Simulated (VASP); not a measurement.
# Ag (Fmmm) in VASP: a series of runs, part 3 of 3

VASP 6.6.1. Earlier steps stand in the parts before.

**6. Single point, PBEsol (strain +0.0525 x Voigt [0, 0, 0, 0, 1, 0])**

Input file INCAR:

```
  PREC = Accurate
  ENCUT = 520
  EDIFF = 1E-6
  ISMEAR = 0
  SIGMA = 0.15
  LREAL = F
  LASPH = T
  NELM = 100
  ALGO = Fast
  ISIF = 2
  LWAVE = F
  LCHARG = F
  GGA = PS
  NBANDS = 12
```

Input file KPOINTS:

```
Automatic mesh
0
Gamma
  20 20 20
```

Input file POSCAR:

```
Ag
1.0
   -1.6121930825      1.6556540000      1.6121930825
    1.6991149175     -1.6556540000      1.6991149175
    1.6121930825      1.6556540000     -1.6121930825
Ag
1
Direct
    0.0000000000      0.0000000000      0.0000000000
```

Potentials or basis: VASP PAW PBE potentials, release 64 (Ag).

Started as:

```console
> cat potpaw_PBE.64/Ag/POTCAR > POTCAR
> mpirun -np 1 vasp_std > vasp.out
```

OUTCAR:

```text
PREC = Accurate
   ENCUT = 520
   EDIFF = 1E-6
   ISMEAR = 0
   LREAL = F
   LASPH = T
   NELM = 100
   ISIF = 2
   GGA = PS

 ion  position               nearest neighbor table
   1  0.000  0.000  0.000-

  LATTYP: Found a face centered orthorhombic cell.
 ALAT       =     3.3113080000
 B/A-ratio  =     1.3770904564
 C/A-ratio  =     1.4513366684

  Lattice vectors:

 A1 = (  -0.0869218350,   0.0000000000,  -3.3113080000)
 A2 = (  -1.6991149175,   1.6556540000,  -1.6991149175)
 A3 = (   1.6121930825,   1.6556540000,  -1.6121930825)

Analysis of symmetry for initial positions (statically):
=====================================================================
 Subroutine PRICEL returns:
 Original cell was already a primitive cell.

 Routine SETGRP: Setting up the symmetry group for a
 face centered orthorhombic supercell.

 Subroutine GETGRP returns: Found  8 space group operations
 (whereof  8 operations were pure point group operations)
 out of a pool of  8 trial point group operations.

The static configuration has the point symmetry D_2h.

Analysis of symmetry for dynamics (positions and initial velocities):
=====================================================================
 Subroutine PRICEL returns:
 Original cell was already a primitive cell.

 Routine SETGRP: Setting up the symmetry group for a
 face centered orthorhombic supercell.

 Subroutine GETGRP returns: Found  8 space group operations
 (whereof  8 operations were pure point group operations)
 out of a pool of  8 trial point group operations.

The dynamic configuration has the point symmetry D_2h.

 Subroutine INISYM returns: Found  8 space group operations
 (whereof  8 operations are pure point group operations),
 and found     1 'primitive' translations

----------------------------------------------------------------------------------------

                                     Primitive cell

  volume of cell :      18.1413

  direct lattice vectors                    reciprocal lattice vectors
    -1.612193082  1.655654000  1.612193082    -0.007932847  0.301995465  0.302203702
     1.699114917 -1.655654000  1.699114917     0.294270855  0.000000000  0.294270855
     1.612193082  1.655654000 -1.612193082     0.302203702  0.301995465 -0.007932847

  length of vectors
     2.817715961  2.918076965  2.817715961     0.427306996  0.416161835  0.427306996

  position of ions in fractional coordinates (direct lattice)
     0.000000000  0.000000000  0.000000000

  ion indices of the primitive-cell ions
   primitive index   ion index
                 1           1

----------------------------------------------------------------------------------------

 KPOINTS: Automatic mesh

Automatic generation of k-mesh.
 Grid dimensions read from file:
 generate k-points for:   20   20   20

 Generating k-lattice:

  Cartesian coordinates                     Fractional coordinates (reciprocal lattice)
    -0.000396642  0.015099773  0.015110185     0.050000000  0.000000000  0.000000000
     0.014713543  0.000000000  0.014713543     0.000000000  0.050000000  0.000000000
     0.015110185  0.015099773 -0.000396642    -0.000000000  0.000000000  0.050000000

  Length of vectors
     0.021365350  0.020808092  0.021365350

  Shift w.r.t. Gamma in fractional coordinates (k-lattice)
     0.000000000  0.000000000  0.000000000

 Subroutine IBZKPT returns following result:
 ===========================================

 Found   1166 irreducible k-points:

 Following reciprocal coordinates:
            Coordinates               Weight
  0.000000  0.000000  0.000000      1.000000
  0.050000  0.000000  0.000000      8.000000
  0.100000  0.000000 -0.000000      8.000000
  0.150000  0.000000  0.000000      8.000000
  0.200000  0.000000 -0.000000      8.000000
  0.250000  0.000000  0.000000      8.000000
[... 16 lines left out ...]
 -0.450000  0.050000 -0.000000      8.000000
 -0.400000  0.050000  0.000000      8.000000
 [... further k-points ...]
   k-points           NKPTS =   1166   k-points in BZ     NKDIM =   1166   number of bands    NBANDS=     12
   number of dos      NEDOS =    301   number of ions     NIONS =      1
   total plane-waves  NPLWV =  13824
   dimension x,y,z NGX =    24 NGY =   24 NGZ =   24
   dimension x,y,z NGXF=    48 NGYF=   48 NGZF=   48
   ions per type =               1
   NGX,Y,Z   is equivalent  to a cutoff of  14.16, 13.67, 14.16 a.u.
   NGXF,Y,Z  is equivalent  to a cutoff of  28.32, 27.35, 28.32 a.u.
 SYSTEM =  unknown system
   PREC   = accura    normal or accurate (medium, high low for compatibility)
   ISTART =      0    job   : 0-new  1-cont  2-samecut
   ICHARG =      2    charge: 1-file 2-atom 10-const
   ISPIN  =      1    spin polarized calculation?
   LNONCOLLINEAR =      F non collinear calculations
   LSORBIT =      F    spin-orbit coupling
   LASPH  =      T    aspherical Exc in radial PAW
   ENCUT  =  520.0 eV  38.22 Ry    6.18 a.u.   5.24  5.43  5.24*2*pi/ulx,y,z
   NELM   =    100;   NELMIN=  2; NELMDL= -5     # of ELM steps
   EDIFF  = 0.1E-05   stopping-criterion for ELM
   LREAL  =      F    real-space projection
   EDIFFG = 0.1E-04   stopping-criterion for IOM
   NSW    =      0    number of steps for IOM
   IBRION =     -1    ionic relax: 0-MD 1-quasi-New 2-CG
   NFREE  =      0    steps in history (QN), initial steepest desc. (CG)
   ISIF   =      2    stress and relaxation
   ISYM   =      2    0-nonsym 1-usesym 2-fastsym
   POTIM  = 0.5000    time-step for ionic-motion
   TEBEG  =    0.0;   TEEND  =   0.0 temperature during run
   PSTRESS=    0.0 pullay stress
   NELECT =      11.0000    total number of electrons
   NUPDOWN=      -1.0000    fix difference up-down
   EMIN   =  10.00;   EMAX   =-10.00  energy-range for DOS
   EFERMI =   0.00;   METHOD = LEGACY
   ISMEAR =     0;   SIGMA  =   0.15  broadening in eV -4-tet -1-fermi 0-gaus
   EFERMI_NEDOS =   21; number of points for ismear=-14 and -15
   IALGO  =     68    algorithm
   IMIX   =      4    mixing-type and parameters
     AMIX     =   0.40;   BMIX     =  1.00
     AMIX_MAG =   1.60;   BMIX_MAG =  1.00
  volume/ion in A,a.u.               =      18.14       122.42
  Fermi-wavevector in a.u.,A,eV,Ry     =   1.385636  2.618473 26.123024  1.919988
  Thomas-Fermi vector in A             =   2.510028
   LORBIT       =      0    0 simple, 1 ext, 2 COOP (PROOUT), +10 PAW based schemes
   GGA     = PS    functional components
   LHFCALC =     F    Hartree Fock is set to
   AEXX    =    0.0000 exact exchange contribution
   IVDW    =     0    specifies the selected vdW correction
   LEPSILON=     F    determine dielectric tensor
   LRPA    =     F    only Hartree local field effects (RPA)
 non-spin polarized calculation
 RMM-DIIS sequential band-by-band and
 Gauss-broadening in eV      SIGMA  =   0.15
  energy-cutoff  :      520.00
  volume of cell :       18.14
 maximum number of plane-waves:       502
 NGX is ok and might be reduce to    24
   NGX = 11   NGY = 11   NGZ = 11

 number of electron      11.0000001 magnetization

 Free energy of the ion-electron system (eV)
  ---------------------------------------------------
  ext. energy  EPLUGINS =         0.00000000
  ---------------------------------------------------
  free energy    TOTEN  =        -3.23119306 eV

  energy without entropy =       -3.22698661  energy(sigma->0) =       -3.22908983

 E-fermi :   7.4161     XC(G=0): -12.0439

 val. band max:        7.4151943024   @ k =   0.5000   0.1500   0.2000
 cond. band min:       7.4196375197   @ k =   0.4000  -0.3000   0.2000
 fundamental gap:      0.0044432174
 Fermi energy:         7.4161461918

 k-point     1 :       0.0000    0.0000    0.0000
  band No.  band energies     occupation
      1       0.0244      2.00000
      2       2.5253      2.00000
      3       2.7156      2.00000
      4       2.9372      2.00000
      5       3.9612      2.00000
      6       3.9790      2.00000
      7      24.5666      0.00000
      8      25.1337      0.00000
      9      25.5206      0.00000
     10      29.8025      0.00000
     11      30.4826      0.00000
     12      30.7368      0.00000
[... 331 lines left out ...]
 k-point    24 :      -0.4000    0.0500    0.0000
  band No.  band energies     occupation
      1       1.5231      2.00000
      2       2.1266      2.00000
      3       3.8379      2.00000
      4       3.9807      2.00000
      5       4.3539      2.00000
      6       5.5624      2.00000
      7      14.1544      0.00000
      8      20.4406      0.00000
      9      22.4939      0.00000
     10      26.5259      0.00000
     11      27.8929      0.00000
     12      31.4613      0.00000

 [... further k-points ...]
[... 5 lines left out ...]
  --------------------------------------------------------------------------------------
  -------------------------------------------------------------------------------------
  Total       -0.8020771     -0.7870001     -0.8020771      0.0000000      0.0000000     -0.2232652
  in kB      -70.8365356    -69.5049880    -70.8365356      0.0000000      0.0000000    -19.7179721
  external PRESSURE =     -70.3926864 kB  Pullay stress =       0.0000000 kB

 VOLUME and BASIS-vectors are now :
 -----------------------------------------------------------------------------
  energy-cutoff  :      520.00
  volume of cell :       18.14
      direct lattice vectors                 reciprocal lattice vectors
    -1.612193082  1.655654000  1.612193082    -0.007932847  0.301995465  0.302203702
     1.699114917 -1.655654000  1.699114917     0.294270855  0.000000000  0.294270855
     1.612193082  1.655654000 -1.612193082     0.302203702  0.301995465 -0.007932847

 POSITION                                       TOTAL-FORCE (eV/Angst)
 -----------------------------------------------------------------------------------
      0.00000      0.00000      0.00000         0.000000      0.000000     -0.000000
 -----------------------------------------------------------------------------------
    total drift:                                0.000000      0.000000      0.000000

  FREE ENERGIE OF THE ION-ELECTRON SYSTEM (eV)
  ---------------------------------------------------
  free  energy   TOTEN  =        -3.2311930557 eV

  energy  without entropy=       -3.2269866114  energy(sigma->0) =       -3.22908983
```

OSZICAR:

```text
N       E                     dE             d eps       ncg     rms          rms(c)
DAV:   1     0.512145667091E+02    0.51215E+02   -0.54152E+03 28352   0.819E+02
DAV:   2    -0.273850597908E+01   -0.53953E+02   -0.51054E+02 32516   0.191E+02
DAV:   3    -0.355435296048E+01   -0.81585E+00   -0.81533E+00 32636   0.249E+01
DAV:   4    -0.355677654879E+01   -0.24236E-02   -0.24235E-02 31624   0.142E+00
DAV:   5    -0.355679593430E+01   -0.19386E-04   -0.19386E-04 32248   0.115E-01    0.477E+00
RMM:   6    -0.324124578977E+01    0.31555E+00   -0.51678E-01 28128   0.642E+00    0.291E+00
RMM:   7    -0.323456126526E+01    0.66845E-02   -0.85256E-03 31484   0.104E+00    0.175E+00
RMM:   8    -0.323120523543E+01    0.33560E-02   -0.63094E-04 32457   0.262E-01    0.186E-01
RMM:   9    -0.323119386104E+01    0.11374E-04   -0.93132E-05 33605   0.821E-02    0.509E-02
RMM:  10    -0.323119254980E+01    0.13112E-05   -0.16447E-05 33763   0.321E-02    0.152E-02
RMM:  11    -0.323119305573E+01   -0.50593E-06   -0.43930E-06 28423   0.134E-02
   1 F= -.32311931E+01 E0= -.32290898E+01  d E =-.420644E-02
```

stdout:

```text
POSCAR found type information on POSCAR Ag
 POSCAR found :  1 types and       1 ions
 scaLAPACK will be used
 -----------------------------------------------------------------------------
|                                                                             |
|                                                                             |
|     You enforced a specific xc type in the INCAR file but a different       |
|     I HOPE YOU KNOW WHAT YOU ARE DOING!                                     |
|                                                                             |
 -----------------------------------------------------------------------------

 LDA part: xc-table for (Slater+PW92), standard interpolation
 POSCAR, INCAR and KPOINTS ok, starting setup
 FFT: planning ... GRIDC
 FFT: planning ... GRID_SOFT
 FFT: planning ... GRID
 WAVECAR not read
 entering main loop
```

Wall time 2.7 min (1 thread of AMD EPYC 7R13 (Zen 3), shared host); peak memory 0.31 GiB.

Results:

| Property | Result |
| --- | --- |
| Free energy | -3.2312 eV |
| Pressure | -7.0 GPa |

Stress tensor (GPa, compression positive):
```
-7.08  0.00 -1.97
 0.00 -6.95  0.00
-1.97  0.00 -7.08
```

Levels at points of the mesh, in eV from the Fermi level:
```tsv
k point	band 1	band 2	band 3	band 4	band 5	band 6	band 7	band 8	band 9	band 10
(0.00, 0.00, 0.00)	-7.39	-4.89	-4.70	-4.48	-3.45	-3.44	17.15	17.72	18.10	22.39
(0.50, 0.00, 0.00)	-6.04	-5.40	-3.51	-3.36	-2.56	0.01	3.79	12.69	14.29	18.91
(0.00, 0.50, 0.00)	-6.07	-5.51	-3.44	-3.24	-2.64	-0.28	3.24	13.36	14.30	19.57
(0.50, 0.00, 0.50)	-6.03	-5.29	-3.57	-3.47	-2.45	0.33	4.33	12.78	13.45	18.84
(0.50, 0.50, 0.50)	-5.98	-5.97	-2.93	-2.78	-2.61	6.59	6.65	6.77	11.95	12.97
```

Caveat: the cell differs from its parent crystal (strain +0.0525 x Voigt [0, 0, 0, 0, 1, 0]); the PAW data sets were made with another functional, which shifts forces and pressure a little.

**7. The runs side by side**

```tsv
cell	gap on the mesh (eV)	pressure (GPa)
a = 2.925, b = 2.811 Å, angles 109.5, 111.1, 109.5°, 1 atom	none	-7.0
a = 2.825, b = 2.911 Å, angles 109.5, 108.2, 109.5°, 1 atom	none	-7.1
a = 2.896, b = 2.839 Å, angles 109.5, 110.3, 109.5°, 1 atom	none	-7.2
a = 2.853, b = 2.882 Å, angles 109.5, 109.1, 109.5°, 1 atom	none	-7.2
a = 2.818, b = 2.918 Å, angles 109.5, 108.0, 109.5°, 1 atom	none	-7.0
```

Alike in all rows: task single point; level PBEsol; potentials or basis VASP PAW PBE potentials, release 64 (Ag); no spin polarisation; k mesh 20 × 20 × 20; cutoff (eV) 520; smearing gaussian 0.15 eV.

Caveats: the PAW data sets were made with another functional, which shifts forces and pressure a little.

Absolute energies hang on the potentials; compare differences alone.
